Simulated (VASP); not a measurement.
A run of VASP 6.6.1 is set up as follows.

The input INCAR:

```
SYSTEM = WS2
PREC = Accurate
ENCUT = 520
EDIFF = 1E-6
ISMEAR = -1
SIGMA = 0.052
LREAL = Auto
LASPH = .TRUE.
NELM = 100
ALGO = Normal
ISIF = 2
LWAVE = .FALSE.
LCHARG = .FALSE.
GGA = PE
NBANDS = 122
```

Contents of KPOINTS:

```
regular mesh
0
G
  2 2 2
  0 0 0
```

The input POSCAR:

```
WS2
1.0
    0.0000000000      5.8623190958      5.8623190958
    5.8623190958      0.0000000000      5.8623190958
    5.8623190958      5.8623190958      0.0000000000
W S
8 16
Direct
   -0.0066756857      0.0159940117     -0.0064088971
    0.0001539493      0.0099180033      0.4958112059
    0.0061477377      0.4882927649      0.0075630479
    0.0065815251      0.5053174267      0.4866823101
    0.4971784975     -0.0030951915      0.0093630181
    0.4891072037     -0.0048473138      0.5037263328
    0.4980128943      0.5022444961      0.0045858132
    0.5048473909      0.4900071888      0.5033082389
    0.1013000982      0.1317076890      0.1308887298
    0.3967800903      0.3331011956      0.3666947269
    0.1134075080      0.1308250178      0.6289705387
    0.3612565207      0.3706386439      0.9007363662
    0.1293075296      0.6454189781      0.1081500324
    0.3538470810      0.8850905956      0.3818876904
    0.1438646526      0.6238828764      0.6106191836
    0.3851222465      0.8812428009      0.8552368812
    0.6295300443      0.1298114257      0.1052441858
    0.8998078088      0.3773846943      0.3543929401
    0.6231377788      0.1310934269      0.6358927993
    0.8715190041      0.3782853618      0.8665568041
    0.6165713502      0.6450082191      0.1343963007
    0.8807145970      0.8573221481      0.3932878716
    0.6452159867      0.5826190871      0.6253989147
    0.8752621473      0.8745970522      0.8750915664
```

Potentials or basis: VASP PAW PBE potentials, release 64 (W_sv, S).

Command:

```bash
$ cat potpaw_PBE.64/W_sv/POTCAR potpaw_PBE.64/S/POTCAR > POTCAR
$ mpirun -np 1 vasp_std > vasp.out
```

(1) Predict the largest force.

(2) Estimate the band gap on the k mesh.

Results:

(1) 1.611 eV/Å.

(2) zero (band 104 reaches 8.35 eV, above the bottom of band 105 at 8.09 eV).

Caveat: the k points lie up to 0.46 Å⁻¹ apart; spin-orbit coupling is left out, which moves the levels of the heavy elements; forces of over 1 eV/Å act on the atoms, so gaps and moduli don't describe the material at rest.
